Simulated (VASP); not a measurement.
Write the native input for VASP 6.6.1 that does the following.

| Item | Value |
| --- | --- |
| Task | single point |
| Functional | r2SCAN |
| Potentials or basis | VASP PAW PBE potentials, release 64 (Ti_sv, Co) |
| Cutoff | 520 eV |
| k mesh | 12 × 12 × 12 |
| Occupations | gaussian, width 0.05 eV |
| Spin | collinear spin, ferrimagnetic start |
| Starting moments | [-0.29, 1.55] μB |
| Dipole correction | no |
| Further INCAR settings | ALGO = Normal; EDIFF = 1e-07; NBANDS = 22 |

Crystal: TiCo.

```
Ti Co
1.0
     2.98872    0.00000    0.00000
     0.00000    2.98872    0.00000
     0.00000    0.00000    2.98872
Ti Co
1 1
Direct
  0.00000 0.00000 0.00000
  0.50000 0.50000 0.50000
```

These files were run (other wordings do the same):

POSCAR

```
TiCo
1.0
    2.9887219807      0.0000000000      0.0000000000
    0.0000000000      2.9887219807      0.0000000000
    0.0000000000      0.0000000000      2.9887219807
Ti Co
1 1
Direct
    0.0000000000      0.0000000000      0.0000000000
    0.5000000000      0.5000000000      0.5000000000
```

INCAR.step1

```
SYSTEM = TiCo
ALGO     = Normal         ! electronic algorithm
EDIFF    = 1E-4           ! SCF threshold, eV
ENCUT    = 520            ! plane-wave cutoff, eV
GGA      = PE             ! functional
ISMEAR   = 0              ! smearing method
ISPIN    = 2              ! spin polarisation
LASPH    = .TRUE.         ! aspherical terms in the spheres
LCHARG   = .FALSE.        ! write CHGCAR
LMAXMIX  = 4              ! l up to which the mixer works
LREAL    = .FALSE.        ! projectors in reciprocal space
LWAVE    = .TRUE.         ! write WAVECAR
MAGMOM   = -0.29 1.55     ! initial moments
NBANDS   = 22             ! bands
NELM     = 150            ! most SCF steps
PREC     = Accurate       ! precision mode
SIGMA    = 0.05           ! smearing width, eV
```

INCAR.step2

```
SYSTEM = TiCo
ALGO     = Normal         ! electronic algorithm
EDIFF    = 1E-7           ! SCF threshold, eV
ENCUT    = 520            ! plane-wave cutoff, eV
ISIF     = 2              ! what is computed and relaxed
ISMEAR   = 0              ! smearing method
ISPIN    = 2              ! spin polarisation
ISTART   = 1            
LASPH    = .TRUE.         ! aspherical terms in the spheres
LCHARG   = .FALSE.        ! write CHGCAR
LMAXMIX  = 4              ! l up to which the mixer works
LMIXTAU  = .TRUE.       
LORBIT   = 11             ! projections on sites
LREAL    = .FALSE.        ! projectors in reciprocal space
LWAVE    = .FALSE.        ! write WAVECAR
MAGMOM   = -0.29 1.55     ! initial moments
METAGGA  = R2SCAN         ! meta-GGA
NBANDS   = 22             ! bands
NELM     = 150            ! most SCF steps
PREC     = Accurate       ! precision mode
SIGMA    = 0.05           ! smearing width, eV
```

KPOINTS

```
k-points
0
G
  12 12 12
  0 0 0
```

Potentials or basis: VASP PAW PBE potentials, release 64 (Ti_sv, Co).

Run with:

```bash
$ cat potpaw_PBE.64/Ti_sv/POTCAR potpaw_PBE.64/Co/POTCAR > POTCAR
$ cp INCAR.step1 INCAR
$ mpirun -np 1 vasp_std > vasp.out
$ cp INCAR.step2 INCAR
$ mpirun -np 1 vasp_std > vasp.out
```

Results of the run:

The pressure is 0.3 GPa, the net moment is 0.90 μB per cell and the site moments are Ti -0.28; Co +1.38 μB. The valence electrons inside the program's atomic spheres are Ti 10.24; Co 8.32.

Caveat: the PAW data sets were made with another functional, which shifts forces and pressure a little.

It took 4.3 min on 1 thread of AMD EPYC 9R45 96-Core Processor (Zen 5), with other jobs on the host, peak memory 0.18 GiB.
